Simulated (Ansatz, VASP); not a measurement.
## One calculation of GaS3, two programs

The input INCAR:

```
SYSTEM = GaS3
ALGO     = Normal         ! electronic algorithm
EDIFF    = 1E-6           ! SCF threshold, eV
EDIFFG   = -0.01          ! ionic threshold
ENCUT    = 600            ! plane-wave cutoff, eV
GGA      = PE             ! functional
IBRION   = 2              ! ionic algorithm
ISIF     = 3              ! what is computed and relaxed
ISMEAR   = 0              ! smearing method
LASPH    = .TRUE.         ! aspherical terms in the spheres
LCHARG   = .FALSE.        ! write CHGCAR
LREAL    = .FALSE.        ! projectors in reciprocal space
LWAVE    = .FALSE.        ! write WAVECAR
NELM     = 100            ! most SCF steps
NSW      = 100            ! ionic steps
PREC     = Accurate       ! precision mode
SIGMA    = 0.1            ! smearing width, eV
```

The input KPOINTS:

```
k-points
0
G
  12 12 12
  0 0 0
```

File POSCAR:

```
GaS3
1.0
   -2.5933542715      2.5933542715      2.5933542715
    2.5933542715     -2.5933542715      2.5933542715
    2.5933542715      2.5933542715     -2.5933542715
Ga S
1 3
Direct
    0.0000000000      0.0000000000      0.0000000000
    0.0000000000      0.5000000000      0.5000000000
    0.5000000000      0.0000000000      0.5000000000
    0.5000000000      0.5000000000      0.0000000000
```

Input for Ansatz:

```yaml
crystal:
  lattice:
    - [-2.5933542715, 2.5933542715, 2.5933542715]
    - [2.5933542715, -2.5933542715, 2.5933542715]
    - [2.5933542715, 2.5933542715, -2.5933542715]
  atoms:
    - { symbol: Ga, position: [0.0, 0.0, 0.0] }
    - { symbol: S, position: [0.0, 0.5, 0.5] }
    - { symbol: S, position: [0.5, 0.0, 0.5] }
    - { symbol: S, position: [0.5, 0.5, 0.0] }
basis:
  ecutwfc: 420
kpoints:
  mp_grid: { grid: [12, 12, 12] }
hamiltonian:
  xc: pbe
scf:
  occupations: { method: gaussian, width: 0.1 }
output:
  forces: true
  stress: true
  eigenvalues: true
relax:
  adjacent_minimum: "off"
  f_tol: 0.01
  max_steps: 80
  cell: { stress_tol: 0.05 }
```

Alike in both runs: task relaxation of cell and atoms; functional PBE; k mesh 12 × 12 × 12; occupations gaussian, width 0.1 eV; no spin polarisation.

|  | VASP | Ansatz |
| --- | --- | --- |
| version | VASP 6.6.1 | Ansatz 0.2.0 |
| potentials or method | VASP PAW PBE potentials, release 64 (Ga_d, S), cutoff 600 eV | scalar-relativistic, plane waves, PAW |
| valence electrons in the cell | 31 | 31 |

VASP gave:

```
gap on the k mesh at the Fermi level, each at its own relaxed structure (eV) : none
relaxed volume (Å³/atom)                                                     : 17.53
relaxed cell length with the largest relative difference (Å)                 : 4.500
```

**Question.** What did Ansatz give for the same quantities?

**Answer.** gap on the k mesh at the Fermi level, each at its own relaxed structure (eV): none; relaxed volume (Å³/atom): 17.51; relaxed cell length with the largest relative difference (Å): 4.498.

A gap of «none» marks a metal or a gap that the smearing closes.
